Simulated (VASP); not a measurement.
Set up this calculation in VASP 6.6.1, as the native input.

```yaml
Task: single point
Functional: PBE
Potentials_or_basis: VASP PAW PBE potentials, release 64 (Ag, Br)
Cutoff: 520 eV
k_mesh: 4 × 4 × 4
Occupations: gaussian, width 0.1 eV
Spin: no spin polarisation
Dipole_correction: no
Further_INCAR_settings: ALGO = Normal; EDIFF = 1e-06; NBANDS = 20
```

The structure of AgBr2 lies in POSCAR:

```
AgBr2
1.0
    4.4352094300      0.0000000000      0.0000000000
    0.0000000000      4.4352094300      0.0000000000
    0.0000000000      0.0000000000      6.2723333200
Ag Br
1 2
Direct
    0.0000000000      0.0000000000      0.0000000000
    0.5000000000      0.0000000000      0.2500000000
    0.0000000000      0.5000000000      0.7500000000
```

This cell differs from its parent crystal: atoms taken out.

One way to write it, as run:

INCAR

```
  ALGO = Normal
  EDIFF = 1E-6
  ENCUT = 520
  GGA = PE
  ISIF = 2
  ISMEAR = 0
  LASPH = True
  LCHARG = False
  LREAL = False
  LWAVE = False
  NBANDS = 20
  NELM = 60
  PREC = Accurate
  SIGMA = 0.1
```

KPOINTS

```
k-points
0
Gamma
  4 4 4
```

Potentials or basis: VASP PAW PBE potentials, release 64 (Ag, Br).

The run is started by

```sh
$ cat potpaw_PBE.64/Ag/POTCAR potpaw_PBE.64/Br/POTCAR > POTCAR
$ mpirun -np 1 vasp_std > vasp.out
```

It gave:

- Pressure: -2.5 GPa
- Largest force: 0.477 eV/Å
- Band gap on the k mesh: zero (an odd number of electrons rules out a gap without spin polarisation)

Caveat: the cell differs from its parent crystal (atoms taken out); this functional lacks dispersion, which binds the layers, so the pressure and a relaxed spacing across them are unreliable; an odd number of electrons without spin polarisation forces a metal; a magnetic or distorted state may lie lower.

Wall time 25 s on 1 thread of Intel(R) Xeon(R) Platinum 8488C (Sapphire Rapids), on a shared host, peak memory 0.25 GiB.
